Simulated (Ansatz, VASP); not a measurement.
# One calculation of V, two programs

```xyz
4
Lattice="2.5470 0.0000 0.0000 -1.2735 2.2057 0.0000 0.0000 0.0000 8.9050" Properties=species:S:1:pos:R:3 pbc="T T T"
V     0.0000    0.0000    8.9050
V     2.5470    0.0000    4.4525
V     0.0000    1.4705    2.2263
V     1.2735    0.7352    6.6788
```

Alike in both runs: task single point; functional RPBE; k mesh 15 × 15 × 4; occupations fermi-dirac, width 0.1 eV; no spin polarisation.

|  | VASP | Ansatz |
| --- | --- | --- |
| version | VASP 6.6.1 | Ansatz 0.2.0 |
| potentials or method | VASP PAW PBE potentials, release 64 (V_sv), cutoff 520 eV | plane waves (420 eV) with PAW, scalar-relativistic |
| valence electrons in the cell | 52 | 52 |

Ansatz gave:

```
pressure (GPa)                                                : 26.8
traceless stress, the component that is largest in VASP (GPa) : 0.72
```

Q: Which values does VASP return?

A: Pressure (GPa): 27.1; traceless stress, the component that is largest in VASP (GPa): 0.72.

VASP's potentials were made for PBE, not for RPBE.
